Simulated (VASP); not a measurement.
The system is MnO.

```xyz
2
Lattice="2.6724 0.0000 0.0000 0.0000 2.6724 0.0000 0.0000 0.0000 2.6724" Properties=species:S:1:pos:R:3 pbc="T T T"
Mn    0.0000    0.0000    0.0000
O     1.3362    1.3362    1.3362
```

Base run:

| Quantity | Value |
| --- | --- |
| Program | VASP 6.6.1 |
| Functional | PBE |
| Potentials or basis | VASP PAW PBE potentials, release 64 (Mn_pv, O) |
| Cutoff | 520 eV |
| k mesh | 10 × 10 × 10 |
| Occupations | fermi-dirac, width 0.05 eV |
| Spin | collinear spin, ferromagnetic start |
| Starting moments | [4.0, 0.0] μB |

Its results: pressure 5.9 GPa; net moment 4.19 μB per cell; site moments Mn +3.90; O +0.11 μB.

Problem. The run is repeated on the same cell with these changes: functional from PBE to HF; k mesh from 10 × 10 × 10 to 5 × 5 × 5. What comes out?

Solution. Pressure 24.9 GPa; net moment 5.00 μB per cell; site moments Mn +4.73; O +0.14 μB.

Several settings changed at once, so the effect can't be laid on one alone.

Caveats: some runs use coarse meshes; a cell with one magnetic atom can't hold antiferromagnetic order, which such compounds often take; the PAW data sets were made with another functional, which shifts forces and pressure a little (some runs).
